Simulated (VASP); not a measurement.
# Nb (P6_3/mmc) in VASP: relaxation of cell and atoms with PBE

Aim: the relaxation of cell and atoms of Nb with PBE.

Everything below comes from runs of VASP 6.6.1. Logs are shortened: lines on timing, memory, paths and dates and some standing lists are left out, and cuts for length are marked.

## Step 1: The cell of the first run

Symmetry: P6_3/mmc, No. 194, hexagonal system. Conventional cell: a = 3.732 Å, b = 3.732 Å, c = 6.158 Å, α = 90.00°, β = 90.00°, γ = 120.00°. Within 3.0 Å of Nb (site symmetry 3m) lie 4 Nb at 2.29 to 2.31 Å.

This isn't the form of Nb at room conditions, which is bcc.

## Step 2: Relaxation of cell and atoms, PBE

File INCAR:

```
ALGO = Normal
EDIFF = 1E-7
EDIFFG = -0.04
ENCUT = 600
GGA = PE
IBRION = 2
ISIF = 3
ISMEAR = 0
LASPH = True
LCHARG = False
LREAL = False
LWAVE = False
NELM = 60
NSW = 90
PREC = Accurate
SIGMA = 0.1
```

File KPOINTS:

```
k-points
0
Gamma
  6 6 4
```

File POSCAR:

```
Nb
1.0
    3.7323992355      0.0000000000      0.0000000000
   -1.8661996178      3.2323525551      0.0000000000
    0.0000000000      0.0000000000      6.1584587387
Nb
4
Direct
    0.3333333333      0.6666666667      0.4375000000
    0.6666666667      0.3333333333      0.9375000000
    0.6666666667      0.3333333333      0.5625000000
    0.3333333333      0.6666666667      0.0625000000
```

Potentials or basis: VASP PAW PBE potentials, release 64 (Nb_sv).

Command:

```sh
> cat potpaw_PBE.64/Nb_sv/POTCAR > POTCAR
> mpirun -np 1 vasp_std > vasp.out
```

OUTCAR:

```text
EDIFF = 1E-7
   EDIFFG = -0.04
   ENCUT = 600
   GGA = PE
   IBRION = 2
   ISIF = 3
   ISMEAR = 0
   LASPH = True
   LREAL = False
   NELM = 60
   NSW = 90
   PREC = Accurate

 ion  position               nearest neighbor table
   1  0.333  0.667  0.438-   3 2.29   3 2.29   3 2.29   4 2.31
   2  0.667  0.333  0.938-   4 2.29   4 2.29   4 2.29   3 2.31
   3  0.667  0.333  0.562-   1 2.29   1 2.29   1 2.29   2 2.31
   4  0.333  0.667  0.062-   2 2.29   2 2.29   2 2.29   1 2.31

  LATTYP: Found a hexagonal cell.
 ALAT       =     3.7323992355
 C/A-ratio  =     1.6500000000

  Lattice vectors:

 A1 = (   3.7323992355,   0.0000000000,   0.0000000000)
 A2 = (  -1.8661996178,   3.2323525551,   0.0000000000)
 A3 = (   0.0000000000,   0.0000000000,   6.1584587387)

Analysis of symmetry for initial positions (statically):
=====================================================================
 Subroutine PRICEL returns:
 Original cell was already a primitive cell.

 Routine SETGRP: Setting up the symmetry group for a
 hexagonal supercell.

 Subroutine GETGRP returns: Found 24 space group operations
 (whereof 12 operations were pure point group operations)
 out of a pool of 24 trial point group operations.

The static configuration has the point symmetry D_3d.
 The point group associated with its full space group is D_6h.

Analysis of symmetry for dynamics (positions and initial velocities):
=====================================================================
 Subroutine PRICEL returns:
 Original cell was already a primitive cell.

 Routine SETGRP: Setting up the symmetry group for a
 hexagonal supercell.

 Subroutine GETGRP returns: Found 24 space group operations
 (whereof 12 operations were pure point group operations)
 out of a pool of 24 trial point group operations.

The dynamic configuration has the point symmetry D_3d.
 The point group associated with its full space group is D_6h.

 Subroutine INISYM returns: Found 24 space group operations
 (whereof 12 operations are pure point group operations),
 and found     1 'primitive' translations

----------------------------------------------------------------------------------------

                                     Primitive cell

  volume of cell :      74.2983

  direct lattice vectors                    reciprocal lattice vectors
     3.732399235  0.000000000  0.000000000     0.267924179  0.154686097  0.000000000
    -1.866199618  3.232352555  0.000000000     0.000000000  0.309372193  0.000000000
[... 72 lines left out ...]
   ions per type =               4
   NGX,Y,Z   is equivalent  to a cutoff of  13.36, 13.36, 13.50 a.u.
   NGXF,Y,Z  is equivalent  to a cutoff of  26.72, 26.72, 26.99 a.u.
 SYSTEM =  unknown system
   PREC   = accura    normal or accurate (medium, high low for compatibility)
   ISTART =      0    job   : 0-new  1-cont  2-samecut
   ICHARG =      2    charge: 1-file 2-atom 10-const
   ISPIN  =      1    spin polarized calculation?
   LNONCOLLINEAR =      F non collinear calculations
   LSORBIT =      F    spin-orbit coupling
   LASPH  =      T    aspherical Exc in radial PAW
   ENCUT  =  600.0 eV  44.10 Ry    6.64 a.u.   7.45  7.45 12.30*2*pi/ulx,y,z
   NELM   =     60;   NELMIN=  2; NELMDL= -5     # of ELM steps
   EDIFF  = 0.1E-06   stopping-criterion for ELM
   LREAL  =      F    real-space projection
   EDIFFG = -.4E-01   stopping-criterion for IOM
   NSW    =     90    number of steps for IOM
   IBRION =      2    ionic relax: 0-MD 1-quasi-New 2-CG
   NFREE  =      1    steps in history (QN), initial steepest desc. (CG)
   ISIF   =      3    stress and relaxation
   ISYM   =      2    0-nonsym 1-usesym 2-fastsym
   POTIM  = 0.5000    time-step for ionic-motion
   TEBEG  =    0.0;   TEEND  =   0.0 temperature during run
   PSTRESS=    0.0 pullay stress
   NELECT =      52.0000    total number of electrons
   NUPDOWN=      -1.0000    fix difference up-down
   EMIN   =  10.00;   EMAX   =-10.00  energy-range for DOS
   EFERMI =   0.00;   METHOD = LEGACY
   ISMEAR =     0;   SIGMA  =   0.10  broadening in eV -4-tet -1-fermi 0-gaus
   EFERMI_NEDOS =   21; number of points for ismear=-14 and -15
   IALGO  =     38    algorithm
   IMIX   =      4    mixing-type and parameters
     AMIX     =   0.40;   BMIX     =  1.00
     AMIX_MAG =   1.60;   BMIX_MAG =  1.00
  volume/ion in A,a.u.               =      18.57       125.35
  Fermi-wavevector in a.u.,A,eV,Ry     =   1.453504  2.746725 28.744686  2.112675
  Thomas-Fermi vector in A             =   2.570763
   LORBIT       =      0    0 simple, 1 ext, 2 COOP (PROOUT), +10 PAW based schemes
   GGA     = PE    functional components
   LHFCALC =     F    Hartree Fock is set to
   AEXX    =    0.0000 exact exchange contribution
   IVDW    =     0    specifies the selected vdW correction
   LEPSILON=     F    determine dielectric tensor
   LRPA    =     F    only Hartree local field effects (RPA)
 conjugate gradient relaxation of ions
 non-spin polarized calculation
 Gauss-broadening in eV      SIGMA  =   0.10
  energy-cutoff  :      600.00
  volume of cell :       74.30
 maximum number of plane-waves:      2539
 NGX is ok and might be reduce to    30
   NGX = 15   NGY = 15   NGZ = 25

--------------------------------------- Ionic step        1  -------------------------------------------

 number of electron      51.9999998 magnetization

 Free energy of the ion-electron system (eV)
  ---------------------------------------------------
  ext. energy  EPLUGINS =         0.00000000
  ---------------------------------------------------
  free energy    TOTEN  =       -27.92645123 eV

  energy without entropy =      -27.91041752  energy(sigma->0) =      -27.91843438

 E-fermi :  10.6794     XC(G=0): -11.9005

 val. band max:       10.6709900202   @ k =   0.1667   0.1667   0.5000
 cond. band min:      10.7275034914   @ k =   0.5000   0.0000   0.5000
 fundamental gap:      0.0565134712
 Fermi energy:        10.6794110975
[... 1540 lines left out ...]
  FREE ENERGIE OF THE ION-ELECTRON SYSTEM (eV)
  ---------------------------------------------------
  free  energy   TOTEN  =       -30.7005712307 eV

  energy  without entropy=      -30.6342550878  energy(sigma->0) =      -30.66741316

[... ionic steps 4 to 23 ...]

--------------------------------------- Ionic step       24  -------------------------------------------

 number of electron      52.0000011 magnetization

------------------------ aborting loop because EDIFF is reached ----------------------------------------
[... 71 lines left out ...]
--------------------------------------- Ionic step       26  -------------------------------------------

 number of electron      52.0000009 magnetization

 Free energy of the ion-electron system (eV)
  ---------------------------------------------------
  ext. energy  EPLUGINS =         0.00000000
  ---------------------------------------------------
  free energy    TOTEN  =       -34.09918768 eV

  energy without entropy =      -34.05167870  energy(sigma->0) =      -34.07543319

 E-fermi :   7.2786     XC(G=0): -10.6627

 val. band max:        7.2774587267   @ k =   0.3333   0.3333   0.5000
 cond. band min:       7.2798906502   @ k =   0.3333   0.3333   0.5000
 fundamental gap:      0.0024319235
 Fermi energy:         7.2785921323
[... 743 lines left out ...]
  FREE ENERGIE OF THE ION-ELECTRON SYSTEM (eV)
  ---------------------------------------------------
  free  energy   TOTEN  =       -34.0991876759 eV

  energy  without entropy=      -34.0516786962  energy(sigma->0) =      -34.07543319

 reached required accuracy - stopping structural energy minimisation
```

CONTCAR:

```text
Nb
   1.00000000000000
     4.5544239564342970   -0.0000000000160784    0.0000000000000000
    -2.2772119782920819    3.9442468460469686   -0.0000000000000002
    -0.0000000000000000   -0.0000000000000000    5.3673159588362847
  Nb
     4
Direct
     0.3333333332999970    0.6666666667000030    0.5001471091319767
     0.6666666667000030    0.3333333332999970    0.0001471091319768
     0.6666666667000030    0.3333333332999970    0.4998528908680234
     0.3333333332999970    0.6666666667000030    0.9998528908680235

  0.00000000E+00  0.00000000E+00  0.00000000E+00
  0.00000000E+00  0.00000000E+00  0.00000000E+00
  0.00000000E+00  0.00000000E+00  0.00000000E+00
  0.00000000E+00  0.00000000E+00  0.00000000E+00
```

Wall time 14 min (1 thread of AMD EPYC 9R45 (Zen 5), shared host); peak memory 0.2 GiB.

What came out:

| Property | Result |
| --- | --- |
| Free energy | -34.0992 eV |
| Relaxed volume | 24.10 Å³/atom |
| Relaxed cell | a = 4.554 Å, b = 4.554 Å, c = 5.367 Å, α = 90.00°, β = 90.00°, γ = 120.00° |
| Space group after relaxing (to 0.1 Å) | P6/mmm (No. 191) |
| Pressure after relaxing | 0.2 GPa |
| Largest force after relaxing | 0.021 eV/Å |
| Band gap on the k mesh | zero (bands 26 and 27 overlap by 0.56 eV) |

Forces in eV/Å, atoms in the order of the input:
```
Nb   0.000  0.000 -0.021
Nb   0.000  0.000 -0.021
Nb   0.000  0.000  0.021
Nb   0.000  0.000  0.021
```

Stress tensor (GPa, compression positive):
```
0.26 0.00 0.00
0.00 0.26 0.00
0.00 0.00 0.01
```

Final structure:
```
Nb
1.0
     4.55442    0.00000    0.00000
    -2.27721    3.94425    0.00000
     0.00000    0.00000    5.36732
Nb
4
Cartesian
  0.0000 2.6295 2.6844
  2.2772 1.3147 0.0008
  2.2772 1.3147 2.6829
  0.0000 2.6295 5.3665
```

Caveat: the volume moved by over 15 % at a fixed basis, so the end points are rough.
